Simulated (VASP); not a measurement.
# FeO (Fm-3m) in VASP: further runs

The runs below take FeO through single point, with PBE.

Program: VASP 6.6.1. These are calculated values, not measurements. Logs are shortened: lines on timing, memory, paths and dates and some standing lists are left out, and cuts for length are marked.

**1. The cell of the first run**

Symmetry: Fm-3m, No. 225, cubic system. Conventional cell: a = 4.311 Å, b = 4.311 Å, c = 4.311 Å, α = 90.00°, β = 90.00°, γ = 90.00°. Fe (site symmetry m-3m) has 6 O at 2.16 Å within 2.9 Å. Within 2.9 Å of O (site symmetry m-3m) lie 6 Fe at 2.16 Å.

**2. Single point, PBE, collinear spin, ferromagnetic start**

INCAR reads:

```
SYSTEM = FeO
ALGO = Normal ; EDIFF = 1E-6
ENCUT = 700 ; GGA = PE
GGA_COMPAT = .False. ; ISIF = 2
ISMEAR = -1 ; ISPIN = 2
LASPH = .True. ; LCHARG = .True.
LELF = .True. ; LMAXMIX = 4
LORBIT = 11 ; LREAL = .False.
LVHAR = .True. ; LWAVE = .False.
MAGMOM = 3 0 ; NBANDS = 22
NELM = 200 ; PREC = Accurate
SIGMA = 0.05
```

KPOINTS reads:

```
k-points
0
Gamma
  6 6 6
  0 0 0
```

POSCAR reads:

```
FeO
1.0
    0.0000000000      2.1554000000      2.1554000000
    2.1554000000      0.0000000000      2.1554000000
    2.1554000000      2.1554000000      0.0000000000
Fe O
1 1
Direct
    0.0000000000      0.0000000000      0.0000000000
    0.5000000000      0.5000000000      0.5000000000
```

Potentials or basis: VASP PAW PBE potentials, release 64 (Fe_sv, O).

Command:

```
cat potpaw_PBE.64/Fe_sv/POTCAR potpaw_PBE.64/O/POTCAR > POTCAR
mpirun -np 1 vasp_std > vasp.out
```

OUTCAR:

```text
SYSTEM = FeO
   EDIFF = 1E-6
   ENCUT = 700
   GGA = PE
   ISIF = 2
   ISMEAR = -1
   ISPIN = 2
   LASPH = .True.
   LORBIT = 11
   LREAL = .False.
   NELM = 200
   PREC = Accurate

 ion  position               nearest neighbor table
   1  0.000  0.000  0.000-   2 2.16   2 2.16   2 2.16   2 2.16   2 2.16   2 2.16
   2  0.500  0.500  0.500-   1 2.16   1 2.16   1 2.16   1 2.16   1 2.16   1 2.16

  LATTYP: Found a face centered cubic cell.
 ALAT       =     4.3108000000

  Lattice vectors:

 A1 = (   0.0000000000,   2.1554000000,   2.1554000000)
 A2 = (   2.1554000000,   0.0000000000,   2.1554000000)
 A3 = (   2.1554000000,   2.1554000000,   0.0000000000)

Analysis of symmetry for initial positions (statically):
=====================================================================
 Subroutine PRICEL returns:
 Original cell was already a primitive cell.

 Routine SETGRP: Setting up the symmetry group for a
 face centered cubic supercell.

 Subroutine GETGRP returns: Found 48 space group operations
 (whereof 48 operations were pure point group operations)
 out of a pool of 48 trial point group operations.

The static configuration has the point symmetry O_h .

Analysis of symmetry for dynamics (positions and initial velocities):
=====================================================================
 Subroutine PRICEL returns:
 Original cell was already a primitive cell.

 Routine SETGRP: Setting up the symmetry group for a
 face centered cubic supercell.

 Subroutine GETGRP returns: Found 48 space group operations
 (whereof 48 operations were pure point group operations)
 out of a pool of 48 trial point group operations.

The dynamic configuration has the point symmetry O_h .

Analysis of structural, dynamic, and magnetic symmetry:
=====================================================================
 Subroutine PRICEL returns:
 Original cell was already a primitive cell.

 Routine SETGRP: Setting up the symmetry group for a
 face centered cubic supercell.

 Subroutine GETGRP returns: Found 48 space group operations
 (whereof 48 operations were pure point group operations)
 out of a pool of 48 trial point group operations.

The overall configuration has the point symmetry O_h .

 Subroutine INISYM returns: Found 48 space group operations
 (whereof 48 operations are pure point group operations),
 and found     1 'primitive' translations

----------------------------------------------------------------------------------------

                                     Primitive cell

  volume of cell :      20.0269

  direct lattice vectors                    reciprocal lattice vectors
     0.000000000  2.155400000  2.155400000    -0.231975503  0.231975503  0.231975503
     2.155400000  0.000000000  2.155400000     0.231975503 -0.231975503  0.231975503
     2.155400000  2.155400000  0.000000000     0.231975503  0.231975503 -0.231975503

  length of vectors
     3.048195912  3.048195912  3.048195912     0.401793358  0.401793358  0.401793358

  position of ions in fractional coordinates (direct lattice)
     0.000000000  0.000000000  0.000000000
     0.500000000  0.500000000  0.500000000

  ion indices of the primitive-cell ions
   primitive index   ion index
                 1           1
                 2           2

----------------------------------------------------------------------------------------

 KPOINTS: k-points

Automatic generation of k-mesh.
 Grid dimensions read from file:
 generate k-points for:    6    6    6

 Generating k-lattice:

  Cartesian coordinates                     Fractional coordinates (reciprocal lattice)
    -0.038662584  0.038662584  0.038662584     0.166666667  0.000000000  0.000000000
     0.038662584 -0.038662584  0.038662584     0.000000000  0.166666667  0.000000000
     0.038662584  0.038662584 -0.038662584     0.000000000  0.000000000  0.166666667

  Length of vectors
     0.066965560  0.066965560  0.066965560

  Shift w.r.t. Gamma in fractional coordinates (k-lattice)
     0.000000000  0.000000000  0.000000000

 Subroutine IBZKPT returns following result:
 ===========================================

 Found     16 irreducible k-points:

 Following reciprocal coordinates:
            Coordinates               Weight
  0.000000  0.000000  0.000000      1.000000
  0.166667  0.000000  0.000000      8.000000
  0.333333  0.000000  0.000000      8.000000
  0.500000  0.000000  0.000000      4.000000
  0.166667  0.166667  0.000000      6.000000
  0.333333  0.166667  0.000000     24.000000
[... 8 lines left out ...]
 -0.333333  0.333333  0.166667     24.000000
 -0.333333  0.500000  0.166667     12.000000
   k-points           NKPTS =     16   k-points in BZ     NKDIM =     16   number of bands    NBANDS=     22
   number of dos      NEDOS =    301   number of ions     NIONS =      2
   total plane-waves  NPLWV =  21952
   dimension x,y,z NGX =    28 NGY =   28 NGZ =   28
   dimension x,y,z NGXF=    56 NGYF=   56 NGZF=   56
   ions per type =               1   1
   NGX,Y,Z   is equivalent  to a cutoff of  15.27, 15.27, 15.27 a.u.
   NGXF,Y,Z  is equivalent  to a cutoff of  30.54, 30.54, 30.54 a.u.
 SYSTEM =  FeO
   PREC   = accura    normal or accurate (medium, high low for compatibility)
   ISTART =      0    job   : 0-new  1-cont  2-samecut
   ICHARG =      2    charge: 1-file 2-atom 10-const
   ISPIN  =      2    spin polarized calculation?
   LNONCOLLINEAR =      F non collinear calculations
   LSORBIT =      F    spin-orbit coupling
   LASPH  =      T    aspherical Exc in radial PAW
   ENCUT  =  700.0 eV  51.45 Ry    7.17 a.u.   6.58  6.58  6.58*2*pi/ulx,y,z
   NELM   =    200;   NELMIN=  2; NELMDL= -5     # of ELM steps
   EDIFF  = 0.1E-05   stopping-criterion for ELM
   LREAL  =      F    real-space projection
   EDIFFG = 0.1E-04   stopping-criterion for IOM
   NSW    =      0    number of steps for IOM
   IBRION =     -1    ionic relax: 0-MD 1-quasi-New 2-CG
   NFREE  =      0    steps in history (QN), initial steepest desc. (CG)
   ISIF   =      2    stress and relaxation
   ISYM   =      2    0-nonsym 1-usesym 2-fastsym
   POTIM  = 0.5000    time-step for ionic-motion
   TEBEG  =    0.0;   TEEND  =   0.0 temperature during run
   PSTRESS=    0.0 pullay stress
   NELECT =      22.0000    total number of electrons
   NUPDOWN=      -1.0000    fix difference up-down
   EMIN   =  10.00;   EMAX   =-10.00  energy-range for DOS
   EFERMI =   0.00;   METHOD = LEGACY
   ISMEAR =    -1;   SIGMA  =   0.05  broadening in eV -4-tet -1-fermi 0-gaus
   EFERMI_NEDOS =   21; number of points for ismear=-14 and -15
   IALGO  =     38    algorithm
   IMIX   =      4    mixing-type and parameters
     AMIX     =   0.40;   BMIX     =  1.00
     AMIX_MAG =   1.60;   BMIX_MAG =  1.00
  volume/ion in A,a.u.               =      10.01        67.57
  Fermi-wavevector in a.u.,A,eV,Ry     =   1.689187  3.192101 38.822242  2.853354
  Thomas-Fermi vector in A             =   2.771359
   LORBIT       =     11    0 simple, 1 ext, 2 COOP (PROOUT), +10 PAW based schemes
   GGA     = PE    functional components
   LHFCALC =     F    Hartree Fock is set to
   AEXX    =    0.0000 exact exchange contribution
   IVDW    =     0    specifies the selected vdW correction
   LEPSILON=     F    determine dielectric tensor
   LRPA    =     F    only Hartree local field effects (RPA)
 spin polarized calculation
  energy-cutoff  :      700.00
  volume of cell :       20.03
 maximum number of plane-waves:       869
 NGX is ok and might be reduce to    28
   NGX = 13   NGY = 13   NGZ = 13

 number of electron      21.9999992 magnetization       4.0041898

 Free energy of the ion-electron system (eV)
  ---------------------------------------------------
  ext. energy  EPLUGINS =         0.00000000
  ---------------------------------------------------
  free energy    TOTEN  =       -15.03625550 eV

  energy without entropy =      -15.02220898  energy(sigma->0) =      -15.02923224

 E-fermi :   9.8210     XC(G=0): -12.5271

 val. band max:        9.8065526286   @ k =   0.1667   0.1667   0.0000
 cond. band min:       9.8240196535   @ k =   0.0000   0.0000   0.0000
 fundamental gap:      0.0174670249
 Fermi energy:         9.8209575635

 spin component 1

 k-point     1 :       0.0000    0.0000    0.0000
  band No.  band energies     occupation
      1     -80.1124      1.00000
      2     -46.1388      1.00000
      3     -46.1388      1.00000
      4     -46.1388      1.00000
      5     -10.9664      1.00000
      6       5.9317      1.00000
[... 14 lines left out ...]
     21      30.3663      0.00000
     22      33.4327      0.00000
[... 351 lines left out ...]
 k-point    16 :      -0.3333    0.5000    0.1667
  band No.  band energies     occupation
      1     -80.1053      1.00000
      2     -46.1794      1.00000
      3     -46.1654      1.00000
      4     -46.1588      1.00000
      5      -9.7451      1.00000
      6       2.6320      1.00000
[... 14 lines left out ...]
     21      38.6673      0.00000
     22      39.4189      0.00000
 Fermi energy:         9.8209575635

 spin component 2

 k-point     1 :       0.0000    0.0000    0.0000
  band No.  band energies     occupation
      1     -75.9467      1.00000
      2     -42.0662      1.00000
      3     -42.0662      1.00000
      4     -42.0662      1.00000
      5     -10.4437      1.00000
      6       6.4888      1.00000
[... 14 lines left out ...]
     21      31.9636      0.00000
     22      34.5612      0.00000
[... 352 lines left out ...]
  band No.  band energies     occupation
      1     -75.9382      1.00000
      2     -42.1168      1.00000
      3     -42.0991      1.00000
      4     -42.0909      1.00000
      5      -9.1692      1.00000
      6       3.2071      1.00000
[... 14 lines left out ...]
     21      39.5089      0.00000
     22      39.6702      0.00000

------------------------ aborting loop because EDIFF is reached ----------------------------------------

  FORCE on cell =-STRESS in cart. coord.  units (eV):
  Direction    XX          YY          ZZ          XY          YZ          ZX
  --------------------------------------------------------------------------------------
  -------------------------------------------------------------------------------------
  Total       -0.1295783     -0.1295783     -0.1295783     -0.0000000     -0.0000000     -0.0000000
  in kB      -10.3664321    -10.3664321    -10.3664321     -0.0000000     -0.0000000     -0.0000000
  external PRESSURE =     -10.3664321 kB  Pullay stress =       0.0000000 kB

 VOLUME and BASIS-vectors are now :
 -----------------------------------------------------------------------------
  energy-cutoff  :      700.00
  volume of cell :       20.03
      direct lattice vectors                 reciprocal lattice vectors
     0.000000000  2.155400000  2.155400000    -0.231975503  0.231975503  0.231975503
     2.155400000  0.000000000  2.155400000     0.231975503 -0.231975503  0.231975503
     2.155400000  2.155400000  0.000000000     0.231975503  0.231975503 -0.231975503

 POSITION                                       TOTAL-FORCE (eV/Angst)
 -----------------------------------------------------------------------------------
      0.00000      0.00000      0.00000        -0.000000      0.000000     -0.000000
      2.15540      2.15540      2.15540         0.000000     -0.000000      0.000000
 -----------------------------------------------------------------------------------
    total drift:                                0.000000      0.000000      0.000000

  FREE ENERGIE OF THE ION-ELECTRON SYSTEM (eV)
  ---------------------------------------------------
  free  energy   TOTEN  =       -15.0362554959 eV

  energy  without entropy=      -15.0222089798  energy(sigma->0) =      -15.02923224

 total charge

# of ion       s       p       d       tot
------------------------------------------
    1        2.103   5.998   5.514  13.615
    2        1.552   3.443   0.000   4.995
--------------------------------------------------
tot          3.655   9.441   5.514  18.610

 magnetization (x)

# of ion       s       p       d       tot
------------------------------------------
    1        0.016   0.010   3.454   3.480
    2        0.031   0.264   0.000   0.295
--------------------------------------------------
tot          0.046   0.274   3.454   3.775
```

Run time: 18 s. Hardware: 1 thread of AMD EPYC 9R45 (Zen 5), shared host; peak memory 0.14 GiB.

Results:

| Quantity | Value |
| --- | --- |
| Free energy | -15.0363 eV |
| Pressure | -1.0 GPa |
| Band gap on the k mesh | zero (filled and empty bands overlap) |
| Net moment | 4.00 μB per cell |
| Site moments | Fe +3.48; O +0.29 μB |
| Valence electrons inside the program's atomic spheres | Fe 13.62; O 5.00 |

Caveat: the k points lie up to 0.42 Å⁻¹ apart, too coarse for converged energies and pressures of a metal; a cell with one magnetic atom can't hold antiferromagnetic order, which such compounds often take; semilocal functionals often make such compounds metallic where correlation or magnetic order opens a gap, which also shifts bond lengths. With open d or f shells a metallic result of PBE can be an artefact of self-interaction; +U or a hybrid may open a gap.

**3. Single point, PBE, collinear spin, zero start**

INCAR reads:

```
SYSTEM = FeO
  PREC = Accurate
  ENCUT = 700
  EDIFF = 1E-6
  ISMEAR = -1
  SIGMA = 0.05
  LREAL = .False.
  LASPH = .True.
  NELM = 200
  ALGO = Normal
  ISIF = 2
  LWAVE = .False.
  LCHARG = .False.
  ISPIN = 2
  MAGMOM = 0 0
  LORBIT = 11
  NUPDOWN = 0.0
  LMAXMIX = 4
  GGA = PE
  NBANDS = 22
  GGA_COMPAT = .False.
```

KPOINTS reads:

```
regular mesh
0
Gamma
  9 9 9
  0 0 0
```

POSCAR is that of step 2.

Potentials or basis: VASP PAW PBE potentials, release 64 (Fe_sv, O).

Command:

```
cat potpaw_PBE.64/Fe_sv/POTCAR potpaw_PBE.64/O/POTCAR > POTCAR
mpirun -np 1 vasp_std > vasp.out
```

OUTCAR:

```text
SYSTEM = FeO
   PREC = Accurate
   ENCUT = 700
   EDIFF = 1E-6
   ISMEAR = -1
   LREAL = .False.
   LASPH = .True.
   NELM = 200
   ISIF = 2
   ISPIN = 2
   LORBIT = 11
   NUPDOWN = 0.0
   GGA = PE

 ion  position               nearest neighbor table
   1  0.000  0.000  0.000-   2 2.16   2 2.16   2 2.16   2 2.16   2 2.16   2 2.16
   2  0.500  0.500  0.500-   1 2.16   1 2.16   1 2.16   1 2.16   1 2.16   1 2.16

  LATTYP: Found a face centered cubic cell.
 ALAT       =     4.3108000000

  Lattice vectors:

 A1 = (   0.0000000000,   2.1554000000,   2.1554000000)
[... 1415 lines left out ...]
  external PRESSURE =    -270.6857690 kB  Pullay stress =       0.0000000 kB

 VOLUME and BASIS-vectors are now :
 -----------------------------------------------------------------------------
  energy-cutoff  :      700.00
  volume of cell :       20.03
      direct lattice vectors                 reciprocal lattice vectors
     0.000000000  2.155400000  2.155400000    -0.231975503  0.231975503  0.231975503
     2.155400000  0.000000000  2.155400000     0.231975503 -0.231975503  0.231975503
     2.155400000  2.155400000  0.000000000     0.231975503  0.231975503 -0.231975503

 POSITION                                       TOTAL-FORCE (eV/Angst)
 -----------------------------------------------------------------------------------
      0.00000      0.00000      0.00000        -0.000000     -0.000000     -0.000000
      2.15540      2.15540      2.15540         0.000000      0.000000      0.000000
 -----------------------------------------------------------------------------------
    total drift:                                0.000000      0.000000      0.000000

  FREE ENERGIE OF THE ION-ELECTRON SYSTEM (eV)
  ---------------------------------------------------
  free  energy   TOTEN  =       -13.6387566742 eV

  energy  without entropy=      -13.5782254617  energy(sigma->0) =      -13.60849107

 total charge

# of ion       s       p       d       tot
------------------------------------------
    1        2.088   5.986   5.636  13.710
    2        1.545   3.377   0.000   4.922
--------------------------------------------------
tot          3.633   9.363   5.636  18.632

 magnetization (x)

# of ion       s       p       d       tot
------------------------------------------
    1       -0.000  -0.000  -0.000  -0.000
    2       -0.000   0.000   0.000   0.000
--------------------------------------------------
tot         -0.000   0.000  -0.000   0.000
```

OSZICAR:

```text
N       E                     dE             d eps       ncg     rms          rms(c)
DAV:   1     0.335190775136E+03    0.33519E+03   -0.14573E+04  3142   0.162E+03
DAV:   2     0.305450325345E+01   -0.33214E+03   -0.31491E+03  3134   0.499E+02
DAV:   3    -0.157331402204E+02   -0.18788E+02   -0.18508E+02  3674   0.134E+02
DAV:   4    -0.160791825567E+02   -0.34604E+00   -0.34588E+00  3496   0.199E+01
DAV:   5    -0.160887979947E+02   -0.96154E-02   -0.96151E-02  3628   0.347E+00    0.137E+01
DAV:   6    -0.162600550516E+02   -0.17126E+00   -0.22563E+01  4736   0.607E+01    0.234E+01
DAV:   7    -0.137314579806E+02    0.25286E+01   -0.16254E+01  4062   0.503E+01    0.492E+00
DAV:   8    -0.136384629840E+02    0.92995E-01   -0.48404E-01  4572   0.705E+00    0.173E+00
DAV:   9    -0.136393015455E+02   -0.83856E-03   -0.22807E-02  3554   0.211E+00    0.391E-01
DAV:  10    -0.136389942651E+02    0.30728E-03   -0.48366E-03  4950   0.981E-01    0.190E-01
DAV:  11    -0.136387741330E+02    0.22013E-03   -0.45186E-04  4596   0.282E-01    0.783E-02
DAV:  12    -0.136387576606E+02    0.16472E-04   -0.76430E-05  4192   0.108E-01    0.131E-02
DAV:  13    -0.136387566742E+02    0.98642E-06   -0.31224E-06  2906   0.220E-02
   1 F= -.13638757E+02 E0= -.13608491E+02  d E =-.605312E-01  mag=    -0.0000
```

Wall time 48 s (1 thread of Intel Xeon Platinum 8259CL at 2.50GHz (Skylake/Cascade Lake), shared host); peak memory 0.19 GiB.

Results:

- Free energy: -13.6388 eV
- Pressure: -27.1 GPa
- Net moment: 0.00 μB per cell
- Valence electrons inside the program's atomic spheres: Fe 13.71; O 4.92

Caveat: the cell stands under tension; the total moment is fixed, so each spin has its own Fermi level.

**4. Single point, PBE, collinear spin, ferromagnetic start**

INCAR reads:

```
ALGO = Normal
EDIFF = 1E-6
ENCUT = 700
GGA = PE
GGA_COMPAT = False
ISIF = 2
ISMEAR = -1
ISPIN = 2
LASPH = True
LCHARG = False
LMAXMIX = 4
LORBIT = 11
LREAL = False
LWAVE = False
MAGMOM = 0.8 0
NBANDS = 22
NELM = 200
NUPDOWN = 0.8
PREC = Accurate
SIGMA = 0.05
```

KPOINTS reads:

```
k-points
0
Gamma
  9 9 9
```

POSCAR is that of step 3.

Command:

```
cat potpaw_PBE.64/Fe_sv/POTCAR potpaw_PBE.64/O/POTCAR > POTCAR
mpirun -np 1 vasp_std > vasp.out
```

Run time: 34 s. Hardware: 1 thread of AMD EPYC 9R45 (Zen 5), shared host; peak memory 0.16 GiB.

Results (log left out):

| Quantity | Value |
| --- | --- |
| Free energy | -13.7706 eV |
| Pressure | -23.8 GPa |
| Net moment | 0.80 μB per cell |
| Site moments | Fe +0.75; O +0.02 μB |
| Valence electrons inside the program's atomic spheres | Fe 13.71; O 4.92 |

Caveat: the cell stands under tension; the total moment is fixed, so each spin has its own Fermi level and the state may be an excited one; a cell with one magnetic atom can't hold antiferromagnetic order, which such compounds often take.

**5. Overview**

```tsv
spin	fixed moment (μB)	k mesh	pressure (GPa)	moment (μB)
collinear, ferromagnetic start	-	6 × 6 × 6	-1.0	4.00
collinear, zero start	0.0	9 × 9 × 9	-27.1	0.00
collinear, ferromagnetic start	0.8	9 × 9 × 9	-23.8	0.80
```

Alike in all rows: task single point; level PBE; potentials or basis VASP PAW PBE potentials, release 64 (Fe_sv, O); cell as given; cutoff (eV) 700; smearing fermi-dirac 0.05 eV.

Caveats: some runs use coarse meshes; a cell with one magnetic atom can't hold antiferromagnetic order, which such compounds often take (at least some runs); the cell stands under tension (at least some runs); semilocal functionals often make such compounds metallic where correlation or magnetic order opens a gap, which also shifts bond lengths (at least some runs); the total moment is fixed, so each spin has its own Fermi level (at least some runs); the total moment is fixed, so each spin has its own Fermi level and the state may be an excited one (at least some runs).

Absolute energies hang on the potentials; compare differences alone.
